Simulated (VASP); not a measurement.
# Al2Ru (I4mm) in VASP: single point with PBEsol

Aim: the single point of Al2Ru with PBEsol.

Everything below comes from runs of VASP 6.6.1. Logs are shortened: lines on timing, memory, paths and dates and some standing lists are left out, and cuts for length are marked.

### 1 The cell of the first run

Symmetry: I4mm, No. 107, tetragonal system. Conventional cell: a = 3.121 Å, b = 3.121 Å, c = 8.423 Å, α = 90.00°, β = 90.00°, γ = 90.00°. Within 3.5 Å of Al (site symmetry 4mm) lie 5 Ru at 2.63 to 2.78 Å and 9 Al at 2.68 to 3.12 Å. Al (site symmetry 4mm) has 5 Ru at 2.54 to 2.96 Å and 9 Al at 2.68 to 3.12 Å within 3.3 Å. Ru (site symmetry 4mm) has 10 Al at 2.54 to 2.96 Å and 4 Ru at 3.12 Å within 3.3 Å.

### 2 Single point, PBEsol (atoms displaced along a vibrational mode)

INCAR reads:

```
SYSTEM = Al2Ru
  PREC = Accurate
  ENCUT = 520
  EDIFF = 1E-6
  ISMEAR = 0
  SIGMA = 0.15
  LREAL = .FALSE.
  LASPH = .TRUE.
  NELM = 60
  ALGO = Fast
  ISIF = 2
  LWAVE = .FALSE.
  LCHARG = .FALSE.
  GGA = PS
  NBANDS = 17
```

KPOINTS reads:

```
Automatic mesh
0
G
  22 22 22
  0 0 0
```

POSCAR reads:

```
Al2Ru
1.0
   -1.5606788820      1.5606788820      4.2115520738
    1.5606788820     -1.5606788820      4.2115520738
    1.5606788820      1.5606788820     -4.2115520738
Al Ru
2 1
Direct
    0.6661993471      0.6661993471      0.0000000000
    0.3480471821      0.3480471821      0.0000000000
   -0.0038032381     -0.0038032381      0.0000000000
```

Potentials or basis: VASP PAW PBE potentials, release 64 (Al, Ru_pv).

Command:

```bash
$ cat potpaw_PBE.64/Al/POTCAR potpaw_PBE.64/Ru_pv/POTCAR > POTCAR
$ mpirun -np 1 vasp_std > vasp.out
```

OUTCAR:

```text
SYSTEM = Al2Ru
   PREC = Accurate
   ENCUT = 520
   EDIFF = 1E-6
   ISMEAR = 0
   LREAL = .FALSE.
   LASPH = .TRUE.
   NELM = 60
   ISIF = 2
   GGA = PS

 ion  position               nearest neighbor table
   1  0.666  0.666  0.000-   3 2.63   3 2.63   3 2.63   3 2.63   2 2.68   2 2.69   2 2.69   2 2.69
                             2 2.69   3 2.78
   2  0.348  0.348  0.000-   3 2.54   3 2.54   3 2.54   3 2.54   1 2.68   1 2.69   1 2.69   1 2.69
                             1 2.69   3 2.96
   3  0.996  0.996  0.000-   2 2.54   2 2.54   2 2.54   2 2.54   1 2.63   1 2.63   1 2.63   1 2.63
                             1 2.78   2 2.96

  LATTYP: Found a body centered tetragonal cell.
 ALAT       =     3.1213577640
 C/A-ratio  =     2.6985385158

  Lattice vectors:

 A1 = (  -1.5606788820,   1.5606788820,   4.2115520738)
 A2 = (   1.5606788820,  -1.5606788820,   4.2115520738)
 A3 = (   1.5606788820,   1.5606788820,  -4.2115520738)

Analysis of symmetry for initial positions (statically):
=====================================================================
 Subroutine PRICEL returns:
 Original cell was already a primitive cell.

 Routine SETGRP: Setting up the symmetry group for a
 body centered tetragonal supercell.

 Subroutine GETGRP returns: Found  8 space group operations
 (whereof  8 operations were pure point group operations)
 out of a pool of 16 trial point group operations.

The static configuration has the point symmetry C_4v.

Analysis of symmetry for dynamics (positions and initial velocities):
=====================================================================
 Subroutine PRICEL returns:
 Original cell was already a primitive cell.

 Routine SETGRP: Setting up the symmetry group for a
 body centered tetragonal supercell.

 Subroutine GETGRP returns: Found  8 space group operations
 (whereof  8 operations were pure point group operations)
 out of a pool of 16 trial point group operations.

The dynamic configuration has the point symmetry C_4v.

 Subroutine INISYM returns: Found  8 space group operations
 (whereof  8 operations are pure point group operations),
 and found     1 'primitive' translations

----------------------------------------------------------------------------------------

                                     Primitive cell

  volume of cell :      41.0326

  direct lattice vectors                    reciprocal lattice vectors
    -1.560678882  1.560678882  4.211552074     0.000000000  0.320373400  0.118721077
     1.560678882 -1.560678882  4.211552074     0.320373400  0.000000000  0.118721077
     1.560678882  1.560678882 -4.211552074     0.320373400  0.320373400  0.000000000

  length of vectors
     4.754850998  4.754850998  4.754850998     0.341663299  0.341663299  0.453076408

  position of ions in fractional coordinates (direct lattice)
     0.666199347  0.666199347  0.000000000
     0.348047182  0.348047182  0.000000000
     0.996196762  0.996196762  0.000000000

  ion indices of the primitive-cell ions
   primitive index   ion index
                 1           1
                 2           2
                 3           3

----------------------------------------------------------------------------------------

 KPOINTS: Automatic mesh

Automatic generation of k-mesh.
 Grid dimensions read from file:
 generate k-points for:   22   22   22

 Generating k-lattice:

  Cartesian coordinates                     Fractional coordinates (reciprocal lattice)
     0.000000000  0.014562427  0.005396413     0.045454545 -0.000000000  0.000000000
     0.014562427  0.000000000  0.005396413    -0.000000000  0.045454545  0.000000000
     0.014562427  0.014562427  0.000000000     0.000000000  0.000000000  0.045454545

  Length of vectors
     0.015530150  0.015530150  0.020594382

  Shift w.r.t. Gamma in fractional coordinates (k-lattice)
     0.000000000  0.000000000  0.000000000

 Subroutine IBZKPT returns following result:
 ===========================================

 Found    834 irreducible k-points:

 Following reciprocal coordinates:
            Coordinates               Weight
  0.000000  0.000000  0.000000      1.000000
  0.045455  0.000000 -0.000000      8.000000
  0.090909  0.000000 -0.000000      8.000000
  0.136364  0.000000 -0.000000      8.000000
  0.181818  0.000000 -0.000000      8.000000
  0.227273  0.000000 -0.000000      8.000000
[... 16 lines left out ...]
  0.500000  0.045455 -0.000000     16.000000
 -0.454545  0.045455  0.000000     16.000000
 [... further k-points ...]
   k-points           NKPTS =    834   k-points in BZ     NKDIM =    834   number of bands    NBANDS=     17
   number of dos      NEDOS =    301   number of ions     NIONS =      3
   total plane-waves  NPLWV =  46656
   dimension x,y,z NGX =    36 NGY =   36 NGZ =   36
   dimension x,y,z NGXF=    72 NGYF=   72 NGZF=   72
   ions per type =               2   1
   NGX,Y,Z   is equivalent  to a cutoff of  12.59, 12.59, 12.59 a.u.
   NGXF,Y,Z  is equivalent  to a cutoff of  25.17, 25.17, 25.17 a.u.
 SYSTEM =  Al2Ru
   PREC   = accura    normal or accurate (medium, high low for compatibility)
   ISTART =      0    job   : 0-new  1-cont  2-samecut
   ICHARG =      2    charge: 1-file 2-atom 10-const
   ISPIN  =      1    spin polarized calculation?
   LNONCOLLINEAR =      F non collinear calculations
   LSORBIT =      F    spin-orbit coupling
   LASPH  =      T    aspherical Exc in radial PAW
   ENCUT  =  520.0 eV  38.22 Ry    6.18 a.u.   8.84  8.84  8.84*2*pi/ulx,y,z
   NELM   =     60;   NELMIN=  2; NELMDL= -5     # of ELM steps
   EDIFF  = 0.1E-05   stopping-criterion for ELM
   LREAL  =      F    real-space projection
   EDIFFG = 0.1E-04   stopping-criterion for IOM
   NSW    =      0    number of steps for IOM
   IBRION =     -1    ionic relax: 0-MD 1-quasi-New 2-CG
   NFREE  =      0    steps in history (QN), initial steepest desc. (CG)
   ISIF   =      2    stress and relaxation
   ISYM   =      2    0-nonsym 1-usesym 2-fastsym
   POTIM  = 0.5000    time-step for ionic-motion
   TEBEG  =    0.0;   TEEND  =   0.0 temperature during run
   PSTRESS=    0.0 pullay stress
   NELECT =      20.0000    total number of electrons
   NUPDOWN=      -1.0000    fix difference up-down
   EMIN   =  10.00;   EMAX   =-10.00  energy-range for DOS
   EFERMI =   0.00;   METHOD = LEGACY
   ISMEAR =     0;   SIGMA  =   0.15  broadening in eV -4-tet -1-fermi 0-gaus
   EFERMI_NEDOS =   21; number of points for ismear=-14 and -15
   IALGO  =     68    algorithm
   IMIX   =      4    mixing-type and parameters
     AMIX     =   0.40;   BMIX     =  1.00
     AMIX_MAG =   1.60;   BMIX_MAG =  1.00
  volume/ion in A,a.u.               =      13.68        92.30
  Fermi-wavevector in a.u.,A,eV,Ry     =   1.288373  2.434673 22.584391  1.659906
  Thomas-Fermi vector in A             =   2.420331
   LORBIT       =      0    0 simple, 1 ext, 2 COOP (PROOUT), +10 PAW based schemes
   GGA     = PS    functional components
   LHFCALC =     F    Hartree Fock is set to
   AEXX    =    0.0000 exact exchange contribution
   IVDW    =     0    specifies the selected vdW correction
   LEPSILON=     F    determine dielectric tensor
   LRPA    =     F    only Hartree local field effects (RPA)
 non-spin polarized calculation
 RMM-DIIS sequential band-by-band and
 Gauss-broadening in eV      SIGMA  =   0.15
  energy-cutoff  :      520.00
  volume of cell :       41.03
 maximum number of plane-waves:      1120
   NGX = 17   NGY = 17   NGZ = 17

 number of electron      20.0000001 magnetization

 Free energy of the ion-electron system (eV)
  ---------------------------------------------------
  ext. energy  EPLUGINS =         0.00000000
  ---------------------------------------------------
  free energy    TOTEN  =       -20.29526706 eV

  energy without entropy =      -20.29211168  energy(sigma->0) =      -20.29368937

 E-fermi :  10.5343     XC(G=0): -12.0290

 val. band max:       10.5235151206   @ k =  -0.3182   0.2273   0.0455
 cond. band min:      10.5526720414   @ k =   0.5000   0.5000   0.1364
 fundamental gap:      0.0291569208
 Fermi energy:        10.5342762290

 k-point     1 :       0.0000    0.0000    0.0000
  band No.  band energies     occupation
      1     -32.0317      2.00000
      2     -32.0317      2.00000
      3     -31.9442      2.00000
      4      -0.3833      2.00000
      5       5.1048      2.00000
      6       6.6930      2.00000
[... 9 lines left out ...]
     16      16.8396      0.00000
     17      18.3179      0.00000

 k-point     2 :       0.0455    0.0000   -0.0000
  band No.  band energies     occupation
      1     -32.0345      2.00000
      2     -32.0315      2.00000
      3     -31.9439      2.00000
      4      -0.3444      2.00000
      5       5.1228      2.00000
      6       6.7068      2.00000
[... 9 lines left out ...]
     16      17.0174      0.00000
     17      18.6886      0.00000

 k-point     3 :       0.0909    0.0000   -0.0000
  band No.  band energies     occupation
      1     -32.0425      2.00000
      2     -32.0308      2.00000
      3     -31.9432      2.00000
      4      -0.2281      2.00000
      5       5.1746      2.00000
      6       6.7454      2.00000
[... 9 lines left out ...]
     16      17.3797      0.00000
     17      19.5070      0.00000

 k-point     4 :       0.1364    0.0000   -0.0000
  band No.  band energies     occupation
      1     -32.0550      2.00000
      2     -32.0297      2.00000
      3     -31.9420      2.00000
      4      -0.0360      2.00000
      5       5.2531      2.00000
      6       6.7977      2.00000
[... 9 lines left out ...]
     16      17.8650      0.00000
     17      20.4874      0.00000

 k-point     5 :       0.1818    0.0000   -0.0000
  band No.  band energies     occupation
      1     -32.0711      2.00000
      2     -32.0283      2.00000
      3     -31.9405      2.00000
      4       0.2294      2.00000
      5       5.3448      2.00000
      6       6.8244      2.00000
[... 9 lines left out ...]
     16      18.4536      0.00000
     17      21.3606      0.00000

 k-point     6 :       0.2273    0.0000   -0.0000
  band No.  band energies     occupation
      1     -32.0894      2.00000
      2     -32.0267      2.00000
      3     -31.9387      2.00000
      4       0.5646      2.00000
      5       5.4256      2.00000
      6       6.7144      2.00000
[... 9 lines left out ...]
     16      19.1226      0.00000
     17      21.2870      0.00000

 k-point     7 :       0.2727    0.0000   -0.0000
  band No.  band energies     occupation
      1     -32.1084      2.00000
      2     -32.0251      2.00000
      3     -31.9369      2.00000
      4       0.9647      2.00000
      5       5.4536      2.00000
      6       6.5185      2.00000
[... 9 lines left out ...]
     16      19.8442      0.00000
     17      20.9504      0.00000

 k-point     8 :       0.3182    0.0000   -0.0000
  band No.  band energies     occupation
      1     -32.1266      2.00000
      2     -32.0235      2.00000
      3     -31.9351      2.00000
      4       1.4236      2.00000
      5       5.3736      2.00000
      6       6.3473      2.00000
[... 9 lines left out ...]
     16      20.5628      0.00000
     17      20.7283      0.00000
[... 203 lines left out ...]
      1     -32.1263      2.00000
      2     -32.0262      2.00000
      3     -31.9349      2.00000
      4       1.5127      2.00000
      5       5.2938      2.00000
      6       6.3400      2.00000
[... 9 lines left out ...]
     16      20.0978      0.00000
     17      20.9950      0.00000

 k-point    20 :       0.3636    0.0455   -0.0000
  band No.  band energies     occupation
      1     -32.1423      2.00000
      2     -32.0248      2.00000
      3     -31.9334      2.00000
      4       2.0232      2.00000
      5       5.1124      2.00000
      6       6.1364      2.00000
[... 9 lines left out ...]
     16      20.1884      0.00000
     17      20.6713      0.00000

 k-point    21 :       0.4091    0.0455   -0.0000
  band No.  band energies     occupation
      1     -32.1546      2.00000
      2     -32.0237      2.00000
      3     -31.9322      2.00000
      4       2.5679      2.00000
      5       4.7627      2.00000
      6       5.9894      2.00000
[... 9 lines left out ...]
     16      19.8982      0.00000
     17      20.7290      0.00000

 k-point    22 :       0.4545    0.0455   -0.0000
  band No.  band energies     occupation
      1     -32.1624      2.00000
      2     -32.0230      2.00000
      3     -31.9314      2.00000
      4       3.1183      2.00000
      5       4.2879      2.00000
      6       5.9299      2.00000
[... 9 lines left out ...]
     16      19.8597      0.00000
     17      20.4805      0.00000

 k-point    23 :       0.5000    0.0455   -0.0000
  band No.  band energies     occupation
      1     -32.1651      2.00000
      2     -32.0227      2.00000
      3     -31.9311      2.00000
      4       3.4530      2.00000
      5       3.9574      2.00000
      6       5.9517      2.00000
[... 9 lines left out ...]
     16      19.9941      0.00000
     17      20.2957      0.00000

 k-point    24 :      -0.4545    0.0455    0.0000
  band No.  band energies     occupation
      1     -32.1624      2.00000
      2     -32.0230      2.00000
      3     -31.9313      2.00000
      4       3.0141      2.00000
      5       4.3525      2.00000
      6       6.0433      2.00000
[... 9 lines left out ...]
     16      19.9108      0.00000
     17      20.6242      0.00000

 [... further k-points ...]

------------------------ aborting loop because EDIFF is reached ----------------------------------------

  FORCE on cell =-STRESS in cart. coord.  units (eV):
  Direction    XX          YY          ZZ          XY          YZ          ZX
  --------------------------------------------------------------------------------------
  -------------------------------------------------------------------------------------
  Total        0.1490296      0.1490296      0.1548922      0.0000000     -0.0000000      0.0000000
  in kB        5.8190754      5.8190754      6.0479882      0.0000000     -0.0000000      0.0000000
  external PRESSURE =       5.8953797 kB  Pullay stress =       0.0000000 kB

 VOLUME and BASIS-vectors are now :
 -----------------------------------------------------------------------------
  energy-cutoff  :      520.00
  volume of cell :       41.03
      direct lattice vectors                 reciprocal lattice vectors
    -1.560678882  1.560678882  4.211552074     0.000000000  0.320373400  0.118721077
     1.560678882 -1.560678882  4.211552074     0.320373400  0.000000000  0.118721077
     1.560678882  1.560678882 -4.211552074     0.320373400  0.320373400  0.000000000

 POSITION                                       TOTAL-FORCE (eV/Angst)
 -----------------------------------------------------------------------------------
      0.00000      0.00000      5.61147         0.000000      0.000000     -0.375561
      0.00000      0.00000      2.93164        -0.000000     -0.000000     -0.387332
      0.00000      0.00000      8.39107        -0.000000     -0.000000      0.762893
 -----------------------------------------------------------------------------------
    total drift:                                0.000000      0.000000      0.000149

  FREE ENERGIE OF THE ION-ELECTRON SYSTEM (eV)
  ---------------------------------------------------
  free  energy   TOTEN  =       -20.2952670576 eV

  energy  without entropy=      -20.2921116771  energy(sigma->0) =      -20.29368937
```

Run time: 10 min. Hardware: 1 thread of Intel Xeon 6975P-C (Granite Rapids), shared host; peak memory 0.65 GiB.

What came out:

```
Free energy            : -20.2953 eV
Pressure               : 0.6 GPa
Largest force          : 0.763 eV/Å
Band gap on the k mesh : zero (bands 10 and 11 overlap by 0.19 eV)
```

Forces in eV/Å, atoms in the order of the input:
```
Al   0.000  0.000 -0.376
Al   0.000  0.000 -0.387
Ru   0.000  0.000  0.763
```

Caveat: the cell differs from its parent crystal (atoms displaced along a vibrational mode); the PAW data sets were made with another functional, which shifts forces and pressure a little.

The gap in the log of VASP goes by the Fermi energy; the results here count the filled bands.